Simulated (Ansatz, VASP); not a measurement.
V in VASP and in Ansatz

File INCAR:

```
SYSTEM = V
PREC     = Accurate       ! precision mode
ENCUT    = 500            ! plane-wave cutoff, eV
EDIFF    = 1E-6           ! SCF threshold, eV
ISMEAR   = 0              ! smearing method
SIGMA    = 0.1            ! smearing width, eV
LREAL    = .False.        ! projectors in reciprocal space
LASPH    = .True.         ! aspherical terms in the spheres
NELM     = 200            ! most SCF steps
ALGO     = Normal         ! electronic algorithm
ISIF     = 2              ! what is computed and relaxed
LWAVE    = .False.        ! write WAVECAR
LCHARG   = .False.        ! write CHGCAR
ISPIN    = 2              ! spin polarisation
MAGMOM   = 3              ! initial moments
LORBIT   = 11             ! projections on sites
LMAXMIX  = 4              ! l up to which the mixer works
GGA      = PE             ! functional
NBANDS   = 16             ! bands
GGA_COMPAT= .False.
```

File KPOINTS:

```
Automatic mesh
0
Gamma
  6 6 6
  0 0 0
```

The input POSCAR:

```
V
1.0
   -1.5329101780      1.5329101780      1.5329101780
    1.5329101780     -1.5329101780      1.5329101780
    1.5329101780      1.5329101780     -1.5329101780
V
1
Direct
    0.0000000000      0.0000000000      0.0000000000
```

Input for Ansatz:

```yaml
crystal:
  lattice:
    - [-1.532910178, 1.532910178, 1.532910178]
    - [1.532910178, -1.532910178, 1.532910178]
    - [1.532910178, 1.532910178, -1.532910178]
  atoms:
    - { symbol: V, position: [0.0, 0.0, 0.0], spin: 3.0 }
basis:
  ecutwfc: "40 Ry"
kpoints:
  mp_grid: { grid: [6, 6, 6] }
hamiltonian:
  xc: pbe
scf:
  occupations: { method: gaussian, width: 0.1 }
  lower_state_search: "off"
  max_iter: 80
  convergence: { dr2_threshold: "1e-6 eV" }
output:
  forces: true
  stress: true
  eigenvalues: true
  populations: true
magnetization:
  spin_polarized: true
```

Alike in both runs: task single point; functional PBE; k mesh 6 × 6 × 6; occupations gaussian, width 0.1 eV; collinear spin.

|  | VASP | Ansatz |
| --- | --- | --- |
| version | VASP 6.6.1 | Ansatz 0.2.0 |
| potentials or method | VASP PAW PBE potentials, release 64 (V_sv), cutoff 500 eV | scalar-relativistic, plane waves, PAW |
| valence electrons in the cell | 13 | 13 |

|  | VASP | Ansatz | Ansatz less VASP |
| --- | --- | --- | --- |
| gap on the k mesh at the Fermi level (eV) | none | none | - |
| pressure (GPa) | -9.5 | -9.6 | -0.10 |
| net moment per atom (μB) | 0.62 | 0.62 | -0.002 |
| size of the moment on the site where the two differ most (μB) | 0.49 | 0.47 | -0.019 |

Site moments also hang on the region over which each program counts them. A gap of «none» marks a metal or a gap that the smearing closes. With one functional, cell and mesh, what is left measures potentials, basis and numerics. Ansatz's warnings: force scf threshold loose, stress scf threshold loose.

The k mesh is coarse, so the values compare programs but aren't converged.
